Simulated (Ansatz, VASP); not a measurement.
## Two plane-wave programs on Si

The input INCAR:

```
SYSTEM = Si
PREC     = Accurate       ! precision mode
ENCUT    = 520            ! plane-wave cutoff, eV
EDIFF    = 1E-6           ! SCF threshold, eV
ISMEAR   = 0              ! smearing method
SIGMA    = 0.03           ! smearing width, eV
LREAL    = .FALSE.        ! projectors in reciprocal space
LASPH    = .TRUE.         ! aspherical terms in the spheres
NELM     = 100            ! most SCF steps
ALGO     = Normal         ! electronic algorithm
ISIF     = 2              ! what is computed and relaxed
LWAVE    = .FALSE.        ! write WAVECAR
LCHARG   = .FALSE.        ! write CHGCAR
GGA      = CA             ! functional
NBANDS   = 16             ! bands
```

The input KPOINTS:

```
regular mesh
0
G
  12 12 6
  0 0 0
```

File POSCAR:

```
Si
1.0
    3.6780647621      0.0000000000      0.0000000000
   -1.8390323811      3.4507389808      0.0000000000
    0.0000000000      0.0000000000      6.3326220002
Si
4
Direct
    0.3333333333      0.6666666667      0.0630095000
    0.6666666667      0.3333333333      0.5630095000
    0.3333333333      0.6666666667      0.4369905000
    0.6666666667      0.3333333333      0.9369905000
```

Input for Ansatz:

```yaml
crystal:
  lattice:
    - [3.6780647621, 0.0, 0.0]
    - [-1.8390323811, 3.4507389808, 0.0]
    - [0.0, 0.0, 6.3326220002]
  atoms:
    - { symbol: Si, position: [0.3333333333, 0.6666666667, 0.0630095] }
    - { symbol: Si, position: [0.6666666667, 0.3333333333, 0.5630095] }
    - { symbol: Si, position: [0.3333333333, 0.6666666667, 0.4369905] }
    - { symbol: Si, position: [0.6666666667, 0.3333333333, 0.9369905] }
basis:
  ecutwfc: 420
kpoints:
  mp_grid: { grid: [12, 12, 6] }
hamiltonian:
  xc: lda
scf:
  occupations: { method: gaussian, width: 0.03 }
output:
  forces: true
  stress: true
  eigenvalues: true
```

Change from the starting cell: strain -0.0400 x Voigt [1, -1, 0, 0, 0, 0], atoms carried along.

Alike in both runs: task single point; functional LDA; k mesh 12 × 12 × 6; occupations gaussian, width 0.03 eV; no spin polarisation.

```csv
,VASP,Ansatz
version,VASP 6.6.1,Ansatz 0.2.0
potentials or method,"VASP PAW LDA potentials, release 64 (Si), cutoff 520 eV","scalar-relativistic, plane waves, PAW"
valence electrons in the cell,16,16
```

VASP gave:

| Item | Value |
| --- | --- |
| gap on the k mesh at the Fermi level (eV) | none |
| pressure (GPa) | -1.5 |
| traceless stress, the component that is largest in VASP (GPa) | 6.84 |
| rms of the force components (eV/Å) | 0.306 |

**Question.** What did Ansatz give for the same quantities?

**Answer.** gap on the k mesh at the Fermi level (eV): none; pressure (GPa): -1.6; traceless stress, the component that is largest in VASP (GPa): 6.81; rms of the force components (eV/Å): 0.304.

LDA's correlation is that of Perdew and Zunger in VASP and of Perdew and Wang (1992) in Ansatz. Atom by atom the forces differ by 0.002 eV/Å (rms over components). A gap of «none» marks a metal or a gap that the smearing closes.
